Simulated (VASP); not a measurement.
A run of VASP 6.6.1 is set up as follows.

File INCAR:

```
  PREC = Accurate
  ENCUT = 750
  EDIFF = 1E-7
  ISMEAR = 0
  SIGMA = 0.01
  LREAL = F
  LASPH = T
  NELM = 120
  ALGO = Normal
  ISIF = 3
  LWAVE = F
  LCHARG = F
  GGA = PE
  IBRION = 2
  NSW = 80
  EDIFFG = -0.01
  GGA_COMPAT = F
  NELMIN = 4
```

File KPOINTS:

```
regular mesh
0
Gamma
  6 6 6
```

POSCAR

```
Li2Se
1.0
    0.0000000000      3.0025000000      3.0025000000
    3.0025000000      0.0000000000      3.0025000000
    3.0025000000      3.0025000000      0.0000000000
Li Se
2 1
Direct
    0.2500000000      0.2500000000      0.2500000000
    0.7500000000      0.7500000000      0.7500000000
    0.0000000000      0.0000000000      0.0000000000
```

Potentials or basis: VASP PAW PBE potentials, release 64 (Li_sv, Se).

Command:

```sh
$ cat potpaw_PBE.64/Li_sv/POTCAR potpaw_PBE.64/Se/POTCAR > POTCAR
$ mpirun -np 1 vasp_std > vasp.out
```

(1) What does it give for the band gap on the k mesh?

## Answers

(1) 2.97 eV, indirect (least direct gap 3.38 eV).

Caveat: the relaxation stopped at its first step, so nothing moved.
